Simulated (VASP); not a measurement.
**Ti: single point with PBEsol**

Ti:

```
Ti
1.0
     2.03000   -2.03000    0.00000
     2.03000    0.00000   -2.03000
     9.27470    9.27470    9.27470
Ti
6
Cartesian
  3.3832 -0.6768 -0.6768
  7.4432 7.4432 7.4432
  3.3832 1.3532 1.3532
  7.4432 3.3832 3.3832
  3.3832 3.3832 3.3832
  7.4432 5.4132 5.4132
```

This cell differs from its parent crystal: the distance across one plane changed.

| Property | Result |
| --- | --- |
| Program | VASP 6.6.1 |
| Task | single point |
| Functional | PBEsol |
| Potentials or basis | VASP PAW PBE potentials, release 64 (Ti_sv) |
| Cutoff | 520 eV |
| k mesh | 19 × 19 × 4 |
| Occupations | gaussian, width 0.15 eV |
| Spin | no spin polarisation |
| Dipole correction | no |
| Further INCAR settings | ALGO = Fast; EDIFF = 1e-06; NBANDS = 45 |

```
Pressure               : -3.6 GPa
Largest force          : 0.314 eV/Å
Band gap on the k mesh : zero (bands 36 and 37 overlap by 1.07 eV)
```

Forces in eV/Å, atoms in the order of the input:
```
Ti  -0.069 -0.069 -0.069
Ti   0.069  0.069  0.069
Ti  -0.181 -0.181 -0.181
Ti   0.030  0.030  0.030
Ti  -0.030 -0.030 -0.030
Ti   0.181  0.181  0.181
```

Stress tensor (GPa, compression positive):
```
-3.58 -1.06 -1.06
-1.06 -3.58 -1.06
-1.06 -1.06 -3.58
```

Levels at points of the mesh, in eV from the Fermi level:
| k point | band 34 | band 35 | band 36 | band 37 | band 38 | band 39 |
| --- | --- | --- | --- | --- | --- | --- |
| (0.00, 0.00, 0.00) | 0.46 | 0.51 | 0.77 | 0.77 | 0.78 | 0.83 |
| (0.00, 0.00, 0.50) | 0.38 | 0.47 | 0.77 | 0.77 | 0.78 | 0.82 |

Run time: 39 min on 1 thread of AMD EPYC 9R45 96-Core Processor (Zen 5), on a shared host, peak memory 0.59 GiB.

Caveat: the cell differs from its parent crystal (the distance across one plane changed); the cell stands under tension; the PAW data sets were made with another functional, which shifts forces and pressure a little.
